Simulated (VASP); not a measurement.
## W: single point with LDA

W, a slab with vacuum:

```xyz
5
Lattice="4.4334 0.0000 0.0000 -2.2167 3.8394 0.0000 0.0000 0.0000 19.6198" Properties=species:S:1:pos:R:3 pbc="T T T"
W     3.3250    0.6399    8.0000
W    -1.1083    3.1995    8.9049
W     1.1083    1.9197    9.8099
W     3.3250    0.6399   10.7149
W    -1.1083    3.1995   11.6198
```

```yaml
Program: VASP 6.6.1
Task: single point
Functional: LDA
Potentials_or_basis: VASP PAW LDA potentials, release 64 (W_sv)
Cutoff: 520 eV
k_mesh: 11 × 11 × 1
Occupations: fermi-dirac, width 0.1 eV
Spin: no spin polarisation
Dipole_correction: yes
Further_INCAR_settings: ALGO = Normal; EDIFF = 1e-07; NBANDS = 43
```

The largest force is 3.305 eV/Å.

Forces in eV/Å, atoms in the order of the input:
```
W    0.000  0.000  3.305
W    0.000  0.000  0.885
W    0.000  0.000  0.000
W    0.000  0.000 -0.885
W    0.000  0.000 -3.305
```

Levels at points of the mesh, in eV from the Fermi level:
| k point | band 32 | band 33 | band 34 | band 35 | band 36 | band 37 | band 38 | band 39 |
| --- | --- | --- | --- | --- | --- | --- | --- | --- |
| (0.00, 0.00, 0.00) | -1.52 | -1.21 | -1.21 | -1.21 | 0.04 | 1.29 | 1.31 | 1.31 |

Wall time 2.9 min on 1 thread of Intel(R) Xeon(R) 6975P-C (Granite Rapids), with other jobs on the host, peak memory 0.42 GiB.

Caveat: spin-orbit coupling is left out, which moves the levels of the heavy elements.
